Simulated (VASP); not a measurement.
A run of VASP 6.6.1:

INCAR

```
SYSTEM = AlIn
PREC = Accurate
ENCUT = 520
EDIFF = 1E-6
ISMEAR = -1
SIGMA = 0.05
LREAL = .False.
LASPH = .True.
NELM = 100
ALGO = Normal
ISIF = 2
LWAVE = .False.
LCHARG = .True.
GGA = PE
LELF = .True.
LVHAR = .True.
NBANDS = 15
```

KPOINTS

```
Automatic mesh
0
Gamma
  8 8 4
  0 0 0
```

File POSCAR:

```
AlIn
1.0
    3.0541300000      0.0000000000      0.0000000000
   -1.5270700000      2.6449600000      0.0000000000
    0.0000000000      0.0000000000      5.8280200000
Al In
1 1
Direct
    0.0000000000      0.0000000000      0.0000000000
    0.0000000000      0.0000000000      0.5000000000
```

Potentials or basis: VASP PAW PBE potentials, release 64 (Al, In_d).

Command:

```bash
$ cat potpaw_PBE.64/Al/POTCAR potpaw_PBE.64/In_d/POTCAR > POTCAR
$ mpirun -np 1 vasp_std > vasp.out
```

Hardware: 1 thread of Intel(R) Xeon(R) 6975P-C (Granite Rapids), on a shared host.

Task: How long does it take, and how much memory?

Result: It took 7 s on 1 thread of Intel(R) Xeon(R) 6975P-C (Granite Rapids), with other jobs on the host, peak memory 0.17 GiB. Counts: scf iterations 11, k points 30.
